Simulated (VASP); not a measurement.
A run of VASP 6.6.1:

File POSCAR:

```
Si
1.0
    2.6934700636      0.0000000000      0.0000000000
   -1.3467350318      2.3326134994      0.0000000000
    0.0000000000      0.0000000000      4.7177102290
Si
2
Direct
    0.3333333333      0.6666666667      0.2500000000
    0.6666666667      0.3333333333      0.7500000000
```

File INCAR.step1:

```
ALGO = Normal
EDIFF = 1E-4
ENCUT = 520
GGA = PE
ISMEAR = -1
LASPH = True
LCHARG = False
LREAL = False
LWAVE = True
NBANDS = 11
NELM = 100
PREC = Accurate
SIGMA = 0.1
```

File INCAR.step2:

```
ALGO = Normal
EDIFF = 1E-7
ENCUT = 520
ISIF = 2
ISMEAR = -1
ISTART = 1
LASPH = True
LCHARG = True
LELF = True
LMIXTAU = True
LREAL = False
LVHAR = True
LWAVE = False
METAGGA = R2SCAN
NBANDS = 11
NELM = 100
PREC = Accurate
SIGMA = 0.1
```

KPOINTS

```
k-points
0
Gamma
  15 15 8
```

Potentials or basis: VASP PAW PBE potentials, release 64 (Si).

Run with:

```sh
$ cat potpaw_PBE.64/Si/POTCAR > POTCAR
$ cp INCAR.step1 INCAR
$ mpirun -np 1 vasp_std > vasp.out
$ cp INCAR.step2 INCAR
$ mpirun -np 1 vasp_std > vasp.out
```

Hardware: 1 thread of Intel(R) Xeon(R) 6975P-C (Granite Rapids), on a shared host.

Problem. Estimate the wall time of this run.

Solution. It took 60 s on 1 thread of Intel(R) Xeon(R) 6975P-C (Granite Rapids), on a shared host, peak memory 0.16 GiB. Counts: k points 135.
